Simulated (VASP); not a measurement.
NaI: single point with r2SCAN50

Crystal: NaI.

```
CELL_PARAMETERS angstrom
0.00000 3.54319 3.54319
3.54319 0.00000 3.54319
3.54319 3.54319 0.00000
ATOMIC_POSITIONS crystal
Na 0.00000 0.00000 0.00000
I 0.25000 0.25000 0.25000
```

- Program: VASP 6.6.1
- Task: single point
- Functional: r2SCAN50
- Potentials or basis: VASP PAW PBE potentials, release 64 (Na_pv, I)
- Cutoff: 520 eV
- k mesh: 4 × 4 × 4
- Occupations: gaussian, width 0.01 eV
- Spin: no spin polarisation

```
Pressure               : -0.2 GPa
Band gap on the k mesh : 7.22 eV
```

Levels at points of the mesh, in eV from the valence-band top:
| k point | band 5 | band 6 | band 7 | band 8 | band 9 | band 10 |
| --- | --- | --- | --- | --- | --- | --- |
| (0.00, 0.00, 0.00) | 0.00 | 0.00 | 0.00 | 7.22 | 11.74 | 11.74 |
| (0.50, 0.00, 0.00) | -1.42 | -0.16 | -0.16 | 9.03 | 11.18 | 11.37 |
| (0.50, 0.50, 0.00) | -1.31 | -0.48 | -0.48 | 8.45 | 9.88 | 12.99 |

Run time: 13 min on 1 thread of Intel(R) Xeon(R) Platinum 8259CL CPU @ 2.50GHz (Skylake/Cascade Lake), on a shared host, peak memory 0.28 GiB.

Caveat: the structure was generated, so it needn't be the stable form of NaI; the PAW data sets were made with another functional, which shifts forces and pressure a little; spin-orbit coupling is left out, which moves the levels of the heavy elements.
